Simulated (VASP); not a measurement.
# TiW2 (P-3m1) in VASP: further runs

Runs on TiW2. Level: PBE. Tasks: single point, relaxation of cell and atoms.

All numbers are computed with VASP 6.6.1; they aren't measurements. Logs are shortened: lines on timing, memory, paths and dates and some standing lists are left out, and cuts for length are marked.

### 1 The cell of the first run

It takes space group P-3m1 (No. 164, trigonal). The conventional cell has a = 4.487 Å, b = 4.487 Å, c = 2.773 Å, α = 90.00°, β = 90.00°, γ = 120.00°. Within 3.6 Å of Ti (site symmetry -3m) lie 12 W at 2.77 to 3.15 Å and 2 Ti at 2.77 Å. Within 3.6 Å of W (site symmetry 3m) lie 8 W at 2.72 to 3.25 Å and 6 Ti at 2.77 to 3.15 Å.

### 2 Single point, PBE

The input, INCAR:

```
  ALGO = Normal
  EDIFF = 1E-7
  ENCUT = 520
  GGA = PE
  ISIF = 2
  ISMEAR = 0
  LASPH = True
  LCHARG = False
  LREAL = False
  LWAVE = False
  NBANDS = 27
  NELM = 100
  PREC = Accurate
  SIGMA = 0.1
```

The input, KPOINTS:

```
k-points
0
Gamma
  6 6 6
```

The input, POSCAR:

```
TiW2
1.0
    4.4873307611      0.0000000000      0.0000000000
   -2.2436653806      3.8861424343      0.0000000000
    0.0000000000      0.0000000000      2.7730956068
Ti W
1 2
Direct
    0.0000000000      0.0000000000      0.0000000000
    0.3333333333      0.6666666667      0.3526871292
    0.6666666667      0.3333333333      0.6473128708
```

Potentials or basis: VASP PAW PBE potentials, release 64 (Ti_sv, W_sv).

Started as:

```
cat potpaw_PBE.64/Ti_sv/POTCAR potpaw_PBE.64/W_sv/POTCAR > POTCAR
mpirun -np 1 vasp_std > vasp.out
```

OUTCAR:

```text
EDIFF = 1E-7
   ENCUT = 520
   GGA = PE
   ISIF = 2
   ISMEAR = 0
   LASPH = True
   LREAL = False
   NELM = 100
   PREC = Accurate

 ion  position               nearest neighbor table
   1  0.000  0.000  0.000-   2 2.77   3 2.77   3 2.77   2 2.77   3 2.77   2 2.77   3 3.15   2 3.15
                             3 3.15   2 3.15   3 3.15   2 3.15
   2  0.333  0.667  0.353-   3 2.72   3 2.72   3 2.72   1 2.77   1 2.77   1 2.77   1 3.15   1 3.15
                             1 3.15   3 3.25   3 3.25   3 3.25
   3  0.667  0.333  0.647-   2 2.72   2 2.72   2 2.72   1 2.77   1 2.77   1 2.77   1 3.15   1 3.15
                             1 3.15   2 3.25   2 3.25   2 3.25

  LATTYP: Found a hexagonal cell.
 ALAT       =     4.4873307611
 C/A-ratio  =     0.6179833301

  Lattice vectors:

 A1 = (   4.4873307611,   0.0000000000,   0.0000000000)
 A2 = (  -2.2436653806,   3.8861424343,   0.0000000000)
 A3 = (   0.0000000000,   0.0000000000,   2.7730956068)

Analysis of symmetry for initial positions (statically):
=====================================================================
 Subroutine PRICEL returns:
 Original cell was already a primitive cell.

 Routine SETGRP: Setting up the symmetry group for a
 hexagonal supercell.

 Subroutine GETGRP returns: Found 12 space group operations
 (whereof 12 operations were pure point group operations)
 out of a pool of 24 trial point group operations.

The static configuration has the point symmetry D_3d.

Analysis of symmetry for dynamics (positions and initial velocities):
=====================================================================
 Subroutine PRICEL returns:
 Original cell was already a primitive cell.

 Routine SETGRP: Setting up the symmetry group for a
 hexagonal supercell.

 Subroutine GETGRP returns: Found 12 space group operations
 (whereof 12 operations were pure point group operations)
 out of a pool of 24 trial point group operations.

The dynamic configuration has the point symmetry D_3d.

 Subroutine INISYM returns: Found 12 space group operations
 (whereof 12 operations are pure point group operations),
 and found     1 'primitive' translations

----------------------------------------------------------------------------------------

                                     Primitive cell

  volume of cell :      48.3584

[... 82 lines left out ...]
   ISTART =      0    job   : 0-new  1-cont  2-samecut
   ICHARG =      2    charge: 1-file 2-atom 10-const
   ISPIN  =      1    spin polarized calculation?
   LNONCOLLINEAR =      F non collinear calculations
   LSORBIT =      F    spin-orbit coupling
   LASPH  =      T    aspherical Exc in radial PAW
   ENCUT  =  520.0 eV  38.22 Ry    6.18 a.u.   8.34  8.34  5.16*2*pi/ulx,y,z
   NELM   =    100;   NELMIN=  2; NELMDL= -5     # of ELM steps
   EDIFF  = 0.1E-06   stopping-criterion for ELM
   LREAL  =      F    real-space projection
   EDIFFG = 0.1E-05   stopping-criterion for IOM
   NSW    =      0    number of steps for IOM
   IBRION =     -1    ionic relax: 0-MD 1-quasi-New 2-CG
   NFREE  =      0    steps in history (QN), initial steepest desc. (CG)
   ISIF   =      2    stress and relaxation
   ISYM   =      2    0-nonsym 1-usesym 2-fastsym
   POTIM  = 0.5000    time-step for ionic-motion
   TEBEG  =    0.0;   TEEND  =   0.0 temperature during run
   PSTRESS=    0.0 pullay stress
   NELECT =      40.0000    total number of electrons
   NUPDOWN=      -1.0000    fix difference up-down
   EMIN   =  10.00;   EMAX   =-10.00  energy-range for DOS
   EFERMI =   0.00;   METHOD = LEGACY
   ISMEAR =     0;   SIGMA  =   0.10  broadening in eV -4-tet -1-fermi 0-gaus
   EFERMI_NEDOS =   21; number of points for ismear=-14 and -15
   IALGO  =     38    algorithm
   IMIX   =      4    mixing-type and parameters
     AMIX     =   0.40;   BMIX     =  1.00
     AMIX_MAG =   1.60;   BMIX_MAG =  1.00
  volume/ion in A,a.u.               =      16.12       108.78
  Fermi-wavevector in a.u.,A,eV,Ry     =   1.536754  2.904043 32.131683  2.361612
  Thomas-Fermi vector in A             =   2.643358
   LORBIT       =      0    0 simple, 1 ext, 2 COOP (PROOUT), +10 PAW based schemes
   GGA     = PE    functional components
   LHFCALC =     F    Hartree Fock is set to
   AEXX    =    0.0000 exact exchange contribution
   IVDW    =     0    specifies the selected vdW correction
   LEPSILON=     F    determine dielectric tensor
   LRPA    =     F    only Hartree local field effects (RPA)
 non-spin polarized calculation
 Gauss-broadening in eV      SIGMA  =   0.10
  energy-cutoff  :      520.00
  volume of cell :       48.36
 maximum number of plane-waves:      1314
 NGX is ok and might be reduce to    36
   NGX = 17   NGY = 17   NGZ = 11

 number of electron      40.0000003 magnetization

 Free energy of the ion-electron system (eV)
  ---------------------------------------------------
  ext. energy  EPLUGINS =         0.00000000
  ---------------------------------------------------
  free energy    TOTEN  =       -34.00858771 eV

  energy without entropy =      -33.99559709  energy(sigma->0) =      -34.00209240

 E-fermi :   9.9087     XC(G=0): -12.9957

 val. band max:        9.8767096381   @ k =   0.1667   0.0000   0.1667
 cond. band min:       9.9111957745   @ k =   0.0000   0.1667   0.1667
 fundamental gap:      0.0344861363
 Fermi energy:         9.9087014400

 k-point     1 :       0.0000    0.0000    0.0000
  band No.  band energies     occupation
      1     -63.4947      2.00000
      2     -63.3881      2.00000
      3     -46.4479      2.00000
      4     -27.9846      2.00000
      5     -27.9846      2.00000
      6     -27.3864      2.00000
[... 709 lines left out ...]
     26      13.5357      0.00000
     27      13.6402      0.00000

 [... further k-points ...]
[... 5 lines left out ...]
  --------------------------------------------------------------------------------------
  -------------------------------------------------------------------------------------
  Total        0.0719726      0.0719726      0.1358275     -0.0000000      0.0000000      0.0000000
  in kB        2.3845481      2.3845481      4.5001452     -0.0000000      0.0000000      0.0000000
  external PRESSURE =       3.0897471 kB  Pullay stress =       0.0000000 kB

 VOLUME and BASIS-vectors are now :
 -----------------------------------------------------------------------------
  energy-cutoff  :      520.00
  volume of cell :       48.36
      direct lattice vectors                 reciprocal lattice vectors
     4.487330761  0.000000000  0.000000000     0.222849630  0.128662294  0.000000000
    -2.243665381  3.886142434  0.000000000     0.000000000  0.257324588  0.000000000
     0.000000000  0.000000000  2.773095607     0.000000000  0.000000000  0.360607834

 POSITION                                       TOTAL-FORCE (eV/Angst)
 -----------------------------------------------------------------------------------
      0.00000      0.00000      0.00000         0.000000      0.000000      0.000000
     -0.00000      2.59076      0.97804        -0.000000     -0.000000     -0.034406
      2.24367      1.29538      1.79506         0.000000      0.000000      0.034406
 -----------------------------------------------------------------------------------
    total drift:                                0.000000      0.000000     -0.000000

  FREE ENERGIE OF THE ION-ELECTRON SYSTEM (eV)
  ---------------------------------------------------
  free  energy   TOTEN  =       -34.0085877069 eV

  energy  without entropy=      -33.9955970935  energy(sigma->0) =      -34.00209240
```

Wall time 48 s (1 thread of Intel Xeon Platinum 8259CL at 2.50GHz (Skylake/Cascade Lake), shared host); peak memory 0.2 GiB.

What came out:

| Quantity | Value |
| --- | --- |
| Free energy | -34.0086 eV |
| Pressure | 0.3 GPa |
| Largest force | 0.034 eV/Å |
| Band gap on the k mesh | zero (bands 20 and 21 overlap by 1.06 eV) |

Forces in eV/Å, atoms in the order of the input:
```
Ti   0.000  0.000  0.000
W    0.000  0.000 -0.034
W    0.000  0.000  0.034
```

Caveat: the k points lie up to 0.38 Å⁻¹ apart, too coarse for converged energies and pressures of a metal; spin-orbit coupling is left out, which moves the levels of the heavy elements.

### 3 Single point, PBE

This run uses another cell than the first one, of 16.31 Å³/atom.

The input, INCAR:

```
SYSTEM = TiW2
PREC = Accurate ; ENCUT = 520
EDIFF = 1E-6 ; ISMEAR = 0
SIGMA = 0.1 ; LREAL = .False.
LASPH = .True. ; NELM = 80
ALGO = Normal ; ISIF = 2
LWAVE = .False. ; LCHARG = .False.
GGA = PE ; NBANDS = 27
```

The input, KPOINTS:

```
Automatic mesh
0
Gamma
  6 6 6
  0 0 0
```

The input, POSCAR:

```
TiW2
1.0
    4.5184152200      0.0000000000      0.0000000000
   -2.2592076100      3.9130623600      0.0000000000
    0.0000000000      0.0000000000      2.7669529300
Ti W
1 2
Direct
    0.0000000000      0.0000000000      0.0000000000
    0.3333333300      0.6666666700      0.3333333300
    0.6666666700      0.3333333300      0.6666666700
```

Potentials or basis: VASP PAW PBE potentials, release 64 (Ti_sv, W_sv).

Started as:

```
cat potpaw_PBE.64/Ti_sv/POTCAR potpaw_PBE.64/W_sv/POTCAR > POTCAR
mpirun -np 1 vasp_std > vasp.out
```

OUTCAR:

```text
SYSTEM = TiW2
   PREC = Accurate
   ENCUT = 520
   EDIFF = 1E-6
   ISMEAR = 0
   LREAL = .False.
   LASPH = .True.
   NELM = 80
   ISIF = 2
   GGA = PE

 ion  position               nearest neighbor table
   1  0.000  0.000  0.000-   2 2.77   3 2.77   2 2.77   3 2.77   3 2.77   2 2.77   3 3.20   2 3.20
                             2 3.20   3 3.20   3 3.20   2 3.20
   2  0.333  0.667  0.333-   1 2.77   3 2.77   3 2.77   1 2.77   1 2.77   3 2.77   3 3.20   3 3.20
                             1 3.20   1 3.20   1 3.20   3 3.20
   3  0.667  0.333  0.667-   1 2.77   2 2.77   2 2.77   1 2.77   1 2.77   2 2.77   2 3.20   2 3.20
                             1 3.20   1 3.20   1 3.20   2 3.20

  LATTYP: Found a hexagonal cell.
 ALAT       =     4.5184152200
 C/A-ratio  =     0.6123724349

  Lattice vectors:

 A1 = (   4.5184152200,   0.0000000000,   0.0000000000)
 A2 = (  -2.2592076100,   3.9130623600,   0.0000000000)
 A3 = (   0.0000000000,   0.0000000000,   2.7669529300)

Analysis of symmetry for initial positions (statically):
=====================================================================
 Subroutine PRICEL returns:
 Original cell was already a primitive cell.

 Routine SETGRP: Setting up the symmetry group for a
 hexagonal supercell.

[... 165 lines left out ...]
  free energy    TOTEN  =       -33.96034492 eV

  energy without entropy =      -33.94557174  energy(sigma->0) =      -33.95295833

 E-fermi :   9.7256     XC(G=0): -12.9356

 val. band max:        9.6800159491   @ k =  -0.1667   0.5000   0.1667
 cond. band min:       9.7393894262   @ k =   0.3333   0.0000   0.0000
 fundamental gap:      0.0593734771
 Fermi energy:         9.7256081891

 k-point     1 :       0.0000    0.0000    0.0000
  band No.  band energies     occupation
      1     -63.6932      2.00000
      2     -63.6046      2.00000
      3     -46.5677      2.00000
      4     -28.1419      2.00000
      5     -28.1419      2.00000
      6     -27.6261      2.00000
[... 709 lines left out ...]
     26      13.3431      0.00000
     27      13.4638      0.00000

 [... further k-points ...]
[... 5 lines left out ...]
  --------------------------------------------------------------------------------------
  -------------------------------------------------------------------------------------
  Total       -0.9600736     -0.9600736     -0.7933455      0.0000000      0.0000000      0.0000000
  in kB      -31.4420181    -31.4420180    -25.9817408      0.0000000      0.0000000      0.0000000
  external PRESSURE =     -29.6219256 kB  Pullay stress =       0.0000000 kB

 VOLUME and BASIS-vectors are now :
 -----------------------------------------------------------------------------
  energy-cutoff  :      520.00
  volume of cell :       48.92
      direct lattice vectors                 reciprocal lattice vectors
     4.518415220  0.000000000  0.000000000     0.221316535  0.127777161  0.000000000
    -2.259207610  3.913062360  0.000000000     0.000000000  0.255554322  0.000000000
     0.000000000  0.000000000  2.766952930     0.000000000  0.000000000  0.361408389

 POSITION                                       TOTAL-FORCE (eV/Angst)
 -----------------------------------------------------------------------------------
      0.00000      0.00000      0.00000         0.000000      0.000000      0.000000
     -0.00000      2.60871      0.92232        -0.000000      0.000000      0.784651
      2.25921      1.30435      1.84464        -0.000000     -0.000000     -0.784651
 -----------------------------------------------------------------------------------
    total drift:                                0.000000      0.000000      0.000000

  FREE ENERGIE OF THE ION-ELECTRON SYSTEM (eV)
  ---------------------------------------------------
  free  energy   TOTEN  =       -33.9603449165 eV

  energy  without entropy=      -33.9455717404  energy(sigma->0) =      -33.95295833
```

stdout:

```text
POSCAR found type information on POSCAR TiW
 POSCAR found :  2 types and       3 ions
 scaLAPACK will be used
 LDA part: xc-table for (Slater+PW92), standard interpolation
 POSCAR, INCAR and KPOINTS ok, starting setup
 FFT: planning ... GRIDC
 FFT: planning ... GRID_SOFT
 FFT: planning ... GRID
 WAVECAR not read
 entering main loop
```

Run time: 57 s. Hardware: 1 thread of Intel Xeon Platinum 8259CL at 2.50GHz (Skylake/Cascade Lake), shared host; peak memory 0.2 GiB.

Results:

```yaml
Free_energy: -33.9603 eV
Pressure: -3.0 GPa
Largest_force: 0.785 eV/Å
Band_gap_on_the_k_mesh: zero (bands 20 and 21 overlap by 1.16 eV)
```

Forces in eV/Å, atoms in the order of the input:
```
Ti   0.000  0.000  0.000
W    0.000  0.000  0.785
W    0.000  0.000 -0.785
```

Stress tensor (GPa, compression positive):
```
-3.14  0.00  0.00
 0.00 -3.14  0.00
 0.00  0.00 -2.60
```

Levels at points of the mesh, in eV from the Fermi level:
```csv
k point,band 16,band 17,band 18,band 19,band 20,band 21,band 22,band 23,band 24,band 25
"(0.00, 0.00, 0.00)",-1.81,-1.81,-1.17,-1.17,0.29,0.29,0.42,2.97,2.97,3.27
"(0.50, 0.00, 0.00)",-2.08,-1.67,-1.54,-0.56,-0.16,1.37,2.04,2.28,2.90,3.17
"(0.00, 0.00, 0.50)",-2.45,-2.45,-2.31,-1.16,-1.16,3.24,3.24,3.50,3.50,4.70
"(0.50, 0.00, 0.50)",-2.22,-1.98,-1.50,-1.05,-0.10,1.38,2.38,2.48,2.91,3.58
```

Caveat: the k points lie up to 0.38 Å⁻¹ apart, too coarse for converged energies and pressures of a metal; spin-orbit coupling is left out, which moves the levels of the heavy elements.

(Continued in part 2 of 2.)
